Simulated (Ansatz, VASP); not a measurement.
**Si in VASP and in Ansatz**

INCAR

```
SYSTEM = Si
PREC     = Accurate       ! precision mode
ENCUT    = 520            ! plane-wave cutoff, eV
EDIFF    = 1E-7           ! SCF threshold, eV
ISMEAR   = 0              ! smearing method
SIGMA    = 0.05           ! smearing width, eV
LREAL    = .FALSE.        ! projectors in reciprocal space
LASPH    = .TRUE.         ! aspherical terms in the spheres
NELM     = 80             ! most SCF steps
ALGO     = Normal         ! electronic algorithm
ISIF     = 2              ! what is computed and relaxed
LWAVE    = .FALSE.        ! write WAVECAR
LCHARG   = .FALSE.        ! write CHGCAR
GGA      = PE             ! functional
NBANDS   = 11             ! bands
```

Contents of KPOINTS:

```
regular mesh
0
G
  10 10 10
  0 0 0
```

The input POSCAR:

```
Si
1.0
    0.0000000000      2.7093479361      2.5191517110
    2.7093479361      0.0000000000      2.5191517110
    2.7093479361      2.7093479361      0.0000000000
Si
2
Direct
    0.5000000000      0.5000000000      0.5000000000
    0.7500000000      0.7500000000      0.7500000000
```

Input for Ansatz:

```yaml
crystal:
  lattice:
    - [0.0, 2.7093479361, 2.519151711]
    - [2.7093479361, 0.0, 2.519151711]
    - [2.7093479361, 2.7093479361, 0.0]
  atoms:
    - { symbol: Si, position: [0.5, 0.5, 0.5] }
    - { symbol: Si, position: [0.75, 0.75, 0.75] }
basis:
  ecutwfc: 420
kpoints:
  mp_grid: { grid: [10, 10, 10] }
hamiltonian:
  xc: pbe
scf:
  occupations: { method: gaussian, width: 0.05 }
output:
  forces: true
  stress: true
  eigenvalues: true
```

Alike in both runs: task single point; functional PBE; k mesh 10 × 10 × 10; occupations gaussian, width 0.05 eV; no spin polarisation.

|  | VASP | Ansatz |
| --- | --- | --- |
| version | VASP 6.6.1 | Ansatz 0.2.0 |
| potentials or method | VASP PAW PBE potentials, release 64 (Si), cutoff 520 eV | scalar-relativistic, plane waves, PAW |
| valence electrons in the cell | 8 | 8 |

```tsv
	VASP	Ansatz	Ansatz less VASP
gap on the k mesh at the Fermi level (eV)	none	none	-
pressure (GPa)	10.7	10.8	+0.10
traceless stress, the component that is largest in VASP (GPa)	3.81	3.79	-0.017
```

A gap of «none» marks a metal or a gap that the smearing closes.
